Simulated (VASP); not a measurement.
# Co (Fd-3m) in VASP: further runs, part 2 of 2

VASP 6.6.1.

### 3 Single point, r2SCAN (14.29 Å³/atom)

This run uses another cell than the first one, of 14.29 Å³/atom.

Contents of POSCAR:

```
Co
1.0
    0.0000000000      2.4267328772      2.4267328772
    2.4267328772      0.0000000000      2.4267328772
    2.4267328772      2.4267328772      0.0000000000
Co
2
Direct
    0.1250000000      0.1250000000      0.1250000000
    0.8750000000      0.8750000000      0.8750000000
```

Contents of INCAR.step1:

```
PREC     = Accurate       # precision mode
ENCUT    = 520            # plane-wave cutoff, eV
ISMEAR   = -1             # smearing method
SIGMA    = 0.1            # smearing width, eV
LREAL    = False          # projectors in reciprocal space
LASPH    = True           # aspherical terms in the spheres
NELM     = 80             # most SCF steps
NBANDS   = 16             # bands
GGA      = PE             # functional
ALGO     = Normal         # electronic algorithm
EDIFF    = 1E-4           # SCF threshold, eV
LWAVE    = True           # write WAVECAR
LCHARG   = False          # write CHGCAR
```

Contents of INCAR.step2:

```
PREC     = Accurate       # precision mode
ENCUT    = 520            # plane-wave cutoff, eV
EDIFF    = 1E-6           # SCF threshold, eV
ISMEAR   = -1             # smearing method
SIGMA    = 0.1            # smearing width, eV
LREAL    = False          # projectors in reciprocal space
LASPH    = True           # aspherical terms in the spheres
NELM     = 80             # most SCF steps
ALGO     = Normal         # electronic algorithm
ISIF     = 2              # what is computed and relaxed
LWAVE    = False          # write WAVECAR
LCHARG   = False          # write CHGCAR
METAGGA  = R2SCAN         # meta-GGA
LMIXTAU  = True         
NBANDS   = 16             # bands
ISTART   = 1
```

Contents of KPOINTS:

```
regular mesh
0
Gamma
  13 13 13
```

Potentials or basis: VASP PAW PBE potentials, release 64 (Co).

Launch:

```bash
cat potpaw_PBE.64/Co/POTCAR > POTCAR
cp INCAR.step1 INCAR
mpirun -np 1 vasp_std > vasp.out
cp INCAR.step2 INCAR
mpirun -np 1 vasp_std > vasp.out
```

OUTCAR:

```text
PREC = Accurate
   ENCUT = 520
   EDIFF = 1E-6
   ISMEAR = -1
   LREAL = False
   LASPH = True
   NELM = 80
   ISIF = 2
   METAGGA = R2SCAN
   ISTART = 1

 ion  position               nearest neighbor table
   1  0.125  0.125  0.125-   2 2.10   2 2.10   2 2.10   2 2.10
   2  0.875  0.875  0.875-   1 2.10   1 2.10   1 2.10   1 2.10

  LATTYP: Found a face centered cubic cell.
 ALAT       =     4.8534657544

  Lattice vectors:

 A1 = (   0.0000000000,   2.4267328772,   2.4267328772)
 A2 = (   2.4267328772,   0.0000000000,   2.4267328772)
 A3 = (   2.4267328772,   2.4267328772,   0.0000000000)

Analysis of symmetry for initial positions (statically):
=====================================================================
 Subroutine PRICEL returns:
 Original cell was already a primitive cell.

 Routine SETGRP: Setting up the symmetry group for a
 face centered cubic supercell.

 Subroutine GETGRP returns: Found 48 space group operations
 (whereof 12 operations were pure point group operations)
 out of a pool of 48 trial point group operations.

The static configuration has the point symmetry D_3d.
 The point group associated with its full space group is O_h .

Analysis of symmetry for dynamics (positions and initial velocities):
=====================================================================
 Subroutine PRICEL returns:
 Original cell was already a primitive cell.

 Routine SETGRP: Setting up the symmetry group for a
 face centered cubic supercell.

 Subroutine GETGRP returns: Found 48 space group operations
 (whereof 12 operations were pure point group operations)
 out of a pool of 48 trial point group operations.

The dynamic configuration has the point symmetry D_3d.
 The point group associated with its full space group is O_h .

 Subroutine INISYM returns: Found 48 space group operations
 (whereof 12 operations are pure point group operations),
 and found     1 'primitive' translations

----------------------------------------------------------------------------------------

                                     Primitive cell

  volume of cell :      28.5822

  direct lattice vectors                    reciprocal lattice vectors
     0.000000000  2.426732877  2.426732877    -0.206038334  0.206038334  0.206038334
     2.426732877  0.000000000  2.426732877     0.206038334 -0.206038334  0.206038334
     2.426732877  2.426732877  0.000000000     0.206038334  0.206038334 -0.206038334

  length of vectors
     3.431918547  3.431918547  3.431918547     0.356868863  0.356868863  0.356868863

  position of ions in fractional coordinates (direct lattice)
     0.125000000  0.125000000  0.125000000
     0.875000000  0.875000000  0.875000000

  ion indices of the primitive-cell ions
   primitive index   ion index
                 1           1
                 2           2

----------------------------------------------------------------------------------------

 KPOINTS: regular mesh

Automatic generation of k-mesh.
 Grid dimensions read from file:
 generate k-points for:   13   13   13

 Generating k-lattice:

  Cartesian coordinates                     Fractional coordinates (reciprocal lattice)
    -0.015849103  0.015849103  0.015849103     0.076923077  0.000000000  0.000000000
     0.015849103 -0.015849103  0.015849103     0.000000000  0.076923077  0.000000000
     0.015849103  0.015849103 -0.015849103     0.000000000  0.000000000  0.076923077

  Length of vectors
     0.027451451  0.027451451  0.027451451

  Shift w.r.t. Gamma in fractional coordinates (k-lattice)
     0.000000000  0.000000000  0.000000000

 Subroutine IBZKPT returns following result:
 ===========================================

 Found     84 irreducible k-points:

 Following reciprocal coordinates:
            Coordinates               Weight
  0.000000  0.000000  0.000000      1.000000
  0.076923  0.000000  0.000000      8.000000
  0.153846  0.000000  0.000000      8.000000
  0.230769  0.000000  0.000000      8.000000
  0.307692  0.000000  0.000000      8.000000
  0.384615  0.000000  0.000000      8.000000
[... 16 lines left out ...]
  0.384615  0.153846  0.000000     24.000000
  0.461538  0.153846  0.000000     24.000000
 [... further k-points ...]
   k-points           NKPTS =     84   k-points in BZ     NKDIM =     84   number of bands    NBANDS=     16
   number of dos      NEDOS =    301   number of ions     NIONS =      2
   total plane-waves  NPLWV =  21952
   dimension x,y,z NGX =    28 NGY =   28 NGZ =   28
   dimension x,y,z NGXF=    56 NGYF=   56 NGZF=   56
   ions per type =               2
   NGX,Y,Z   is equivalent  to a cutoff of  13.56, 13.56, 13.56 a.u.
   NGXF,Y,Z  is equivalent  to a cutoff of  27.13, 27.13, 27.13 a.u.
 SYSTEM =  unknown system
   PREC   = accura    normal or accurate (medium, high low for compatibility)
   ISTART =      1    job   : 0-new  1-cont  2-samecut
   ICHARG =      0    charge: 1-file 2-atom 10-const
   ISPIN  =      1    spin polarized calculation?
   LNONCOLLINEAR =      F non collinear calculations
   LSORBIT =      F    spin-orbit coupling
   LASPH  =      T    aspherical Exc in radial PAW
   ENCUT  =  520.0 eV  38.22 Ry    6.18 a.u.   6.38  6.38  6.38*2*pi/ulx,y,z
   NELM   =     80;   NELMIN=  2; NELMDL=  0     # of ELM steps
   EDIFF  = 0.1E-05   stopping-criterion for ELM
   LREAL  =      F    real-space projection
   EDIFFG = 0.1E-04   stopping-criterion for IOM
   NSW    =      0    number of steps for IOM
   IBRION =     -1    ionic relax: 0-MD 1-quasi-New 2-CG
   NFREE  =      0    steps in history (QN), initial steepest desc. (CG)
   ISIF   =      2    stress and relaxation
   ISYM   =      2    0-nonsym 1-usesym 2-fastsym
   POTIM  = 0.5000    time-step for ionic-motion
   TEBEG  =    0.0;   TEEND  =   0.0 temperature during run
   PSTRESS=    0.0 pullay stress
   NELECT =      18.0000    total number of electrons
   NUPDOWN=      -1.0000    fix difference up-down
   EMIN   =  10.00;   EMAX   =-10.00  energy-range for DOS
   EFERMI =   0.00;   METHOD = LEGACY
   ISMEAR =    -1;   SIGMA  =   0.10  broadening in eV -4-tet -1-fermi 0-gaus
   EFERMI_NEDOS =   21; number of points for ismear=-14 and -15
   IALGO  =     38    algorithm
   IMIX   =      4    mixing-type and parameters
     AMIX     =   0.40;   BMIX     =  1.00
     AMIX_MAG =   1.60;   BMIX_MAG =  1.00
  volume/ion in A,a.u.               =      14.29        96.44
  Fermi-wavevector in a.u.,A,eV,Ry     =   1.403246  2.651750 26.791208  1.969098
  Thomas-Fermi vector in A             =   2.525927
   LORBIT       =      0    0 simple, 1 ext, 2 COOP (PROOUT), +10 PAW based schemes
   METAGGA = R2SCAN    functional components
   LHFCALC =     F    Hartree Fock is set to
   AEXX    =    0.0000 exact exchange contribution
   IVDW    =     0    specifies the selected vdW correction
   LEPSILON=     F    determine dielectric tensor
   LRPA    =     F    only Hartree local field effects (RPA)
 non-spin polarized calculation
  energy-cutoff  :      520.00
  volume of cell :       28.58
 maximum number of plane-waves:       787
 NGX is ok and might be reduce to    28
   NGX = 13   NGY = 13   NGZ = 13

 number of electron      17.9999998 magnetization

 Free energy of the ion-electron system (eV)
  ---------------------------------------------------
  ext. energy  EPLUGINS =         0.00000000
  ---------------------------------------------------
  free energy    TOTEN  =       -23.17225230 eV

  energy without entropy =      -23.03970758  energy(sigma->0) =      -23.10597994

 E-fermi :   6.6859     XC(G=0): -12.3543

 val. band max:        6.6824566832   @ k =   0.4615   0.3846   0.0769
 cond. band min:       6.6861901295   @ k =  -0.3077   0.3077   0.0000
 fundamental gap:      0.0037334463
 Fermi energy:         6.6858733383

 k-point     1 :       0.0000    0.0000    0.0000
  band No.  band energies     occupation
      1      -0.6644      2.00000
      2       3.3455      2.00000
      3       3.3455      2.00000
      4       3.5377      2.00000
      5       3.5377      2.00000
      6       3.5377      2.00000
[... 8 lines left out ...]
     15      21.1154      0.00000
     16      21.1154      0.00000
[... 419 lines left out ...]
 k-point    24 :       0.4615    0.1538    0.0000
  band No.  band energies     occupation
      1       2.5063      2.00000
      2       2.8924      2.00000
      3       3.5322      2.00000
      4       3.6018      2.00000
      5       3.8139      2.00000
      6       4.1331      2.00000
[... 8 lines left out ...]
     15      18.8036      0.00000
     16      23.7051      0.00000

 [... further k-points ...]

------------------------ aborting loop because EDIFF is reached ----------------------------------------

  FORCE on cell =-STRESS in cart. coord.  units (eV):
  Direction    XX          YY          ZZ          XY          YZ          ZX
  --------------------------------------------------------------------------------------
  -------------------------------------------------------------------------------------
  Total       -0.0749091     -0.0749091     -0.0749091      0.0000000      0.0000000      0.0000000
  in kB       -4.1990326     -4.1990326     -4.1990326      0.0000000      0.0000000      0.0000000
  external PRESSURE =      -4.1990326 kB  Pullay stress =       0.0000000 kB

 VOLUME and BASIS-vectors are now :
 -----------------------------------------------------------------------------
  energy-cutoff  :      520.00
  volume of cell :       28.58
      direct lattice vectors                 reciprocal lattice vectors
     0.000000000  2.426732877  2.426732877    -0.206038334  0.206038334  0.206038334
     2.426732877  0.000000000  2.426732877     0.206038334 -0.206038334  0.206038334
     2.426732877  2.426732877  0.000000000     0.206038334  0.206038334 -0.206038334

 POSITION                                       TOTAL-FORCE (eV/Angst)
 -----------------------------------------------------------------------------------
      0.60668      0.60668      0.60668        -0.000000      0.000000      0.000000
      4.24678      4.24678      4.24678         0.000000     -0.000000     -0.000000
 -----------------------------------------------------------------------------------
    total drift:                                0.000000      0.000000     -0.000000

  FREE ENERGIE OF THE ION-ELECTRON SYSTEM (eV)
  ---------------------------------------------------
  free  energy   TOTEN  =       -23.1722523019 eV

  energy  without entropy=      -23.0397075825  energy(sigma->0) =      -23.10597994
```

It took 89 s on 1 thread of AMD EPYC 9R45 (Zen 5), shared host; peak memory 0.15 GiB.

Results:

| Property | Result |
| --- | --- |
| Free energy | -23.1723 eV |
| Pressure | -0.4 GPa |
| Band gap on the k mesh | zero (bands 9 and 10 overlap by 0.88 eV) |

Caveat: the PAW data sets were made with another functional, which shifts forces and pressure a little; the run has no spin polarisation, though such a crystal can be magnetic. Spin polarisation is off, so any magnetic state and its effect on volume and gap are missing.
